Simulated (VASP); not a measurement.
Runs of VASP 6.6.1 on Sn. The structure is that of space group I4_1/amd (No. 141), or close to it. The cells are those of the table. 

```tsv
cell	gap on the mesh (eV)	pressure (GPa)
a = 4.346 Å, angles 97.5, 97.5, 137.8°, 2 atoms	none	4.5
a = 4.305 Å, angles 97.5, 97.5, 137.8°, 2 atoms	none	6.8
a = 4.386 Å, angles 97.5, 97.5, 137.8°, 2 atoms	none	2.6
a = 4.465 Å, angles 97.5, 97.5, 137.8°, 2 atoms	none	(a)
a = 4.503 Å, angles 97.5, 97.5, 137.8°, 2 atoms	none	(b)
```

Alike in all rows: task single point; level r2SCAN; potentials or basis VASP PAW PBE potentials, release 64 (Sn_d); no spin polarisation; k mesh 10 × 10 × 10; cutoff (eV) 520; smearing fermi-dirac 0.1 eV.

Question: Fill in the values left out.

Answer: (a) -0.6; (b) -1.8.

Caveats: the PAW data sets were made with another functional, which shifts forces and pressure a little; spin-orbit coupling is left out, which moves the levels of the heavy elements; the cell stands under pressure (at least some runs).

A k mesh can miss the band edges, and the runs leave out spin-orbit coupling on Sn.

A gap of «none» marks levels without a gap at the run's occupations.
